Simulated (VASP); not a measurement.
Set up this calculation in VASP 6.6.1, as the native input.

| Quantity | Value |
| --- | --- |
| Task | single point |
| Functional | B3LYP |
| Potentials or basis | VASP PAW PBE potentials, release 64 (Ni_sv_GW) |
| Cutoff | 510 eV |
| k mesh | 7 × 7 × 7 |
| Occupations | fermi-dirac, width 0.05 eV |
| Spin | collinear spin, ferromagnetic start |
| Starting moments | [1.0] μB |
| Dipole correction | no |
| Grid for exact exchange (PRECFOCK) | Normal |
| Further INCAR settings | ALGO = Normal; EDIFF = 1e-06; NBANDS = 19 |
| Share of exact exchange | 0.2 |

The system is Ni.

```
Ni
1.0
     0.00000    1.73757    1.73757
     1.73757    0.00000    1.73757
     1.73757    1.73757    0.00000
Ni
1
Direct
  0.00000 0.00000 0.00000
```

The input as run:

POSCAR

```
Ni
1.0
    0.0000000000      1.7375729330      1.7375729330
    1.7375729330      0.0000000000      1.7375729330
    1.7375729330      1.7375729330      0.0000000000
Ni
1
Direct
    0.0000000000      0.0000000000      0.0000000000
```

INCAR.step1

```
SYSTEM = Ni
ALGO     = Normal         ! electronic algorithm
EDIFF    = 1E-5           ! SCF threshold, eV
ENCUT    = 510            ! plane-wave cutoff, eV
GGA      = PE             ! functional
GGA_COMPAT= .FALSE.      
ISIF     = 2              ! what is computed and relaxed
ISMEAR   = -1             ! smearing method
ISPIN    = 2              ! spin polarisation
LASPH    = .TRUE.         ! aspherical terms in the spheres
LMAXMIX  = 4              ! l up to which the mixer works
LORBIT   = 11             ! projections on sites
LREAL    = .FALSE.        ! projectors in reciprocal space
LWAVE    = .TRUE.         ! write WAVECAR
MAGMOM   = 1              ! initial moments
NBANDS   = 19             ! bands
NELM     = 200            ! most SCF steps
PREC     = Accurate       ! precision mode
SIGMA    = 0.05           ! smearing width, eV
```

INCAR.step2

```
SYSTEM = Ni
AEXX     = 0.2            ! exact-exchange fraction
AGGAC    = 0.81         
AGGAX    = 0.72         
ALDAC    = 0.19         
ALGO     = Normal         ! electronic algorithm
EDIFF    = 1E-6           ! SCF threshold, eV
ENCUT    = 510            ! plane-wave cutoff, eV
GGA      = B3             ! functional
GGA_COMPAT= .FALSE.      
ISIF     = 2              ! what is computed and relaxed
ISMEAR   = -1             ! smearing method
ISPIN    = 2              ! spin polarisation
ISTART   = 1            
LASPH    = .TRUE.         ! aspherical terms in the spheres
LCHARG   = .TRUE.         ! write CHGCAR
LELF     = .TRUE.         ! ELF
LHFCALC  = .TRUE.         ! exact exchange
LMAXMIX  = 4              ! l up to which the mixer works
LORBIT   = 11             ! projections on sites
LREAL    = .FALSE.        ! projectors in reciprocal space
LVHAR    = .TRUE.       
LWAVE    = .FALSE.        ! write WAVECAR
MAGMOM   = 1              ! initial moments
NBANDS   = 19             ! bands
NELM     = 200            ! most SCF steps
PREC     = Accurate       ! precision mode
PRECFOCK = Normal       
SIGMA    = 0.05           ! smearing width, eV
```

KPOINTS

```
k-points
0
G
  7 7 7
  0 0 0
```

Potentials or basis: VASP PAW PBE potentials, release 64 (Ni_sv_GW).

Run with:

```console
$ cat potpaw_PBE.64/Ni_sv_GW/POTCAR > POTCAR
$ cp INCAR.step1 INCAR
$ mpirun -np 1 vasp_std > vasp.out
$ cp INCAR.step2 INCAR
$ mpirun -np 1 vasp_std > vasp.out
```

Results of the run:

```json
{"Pressure": "10.5 GPa", "Net moment": "0.85 μB per cell", "Site moments": "Ni +0.94 μB", "Valence electrons inside the program's atomic spheres": "Ni 16.47"}
```

Caveat: the k points lie up to 0.45 Å⁻¹ apart; the PAW data sets were made with another functional, which shifts forces and pressure a little.

Wall time 80 min on 1 thread of Intel(R) Xeon(R) Platinum 8259CL CPU @ 2.50GHz (Skylake/Cascade Lake), with other jobs on the host, peak memory 0.15 GiB.
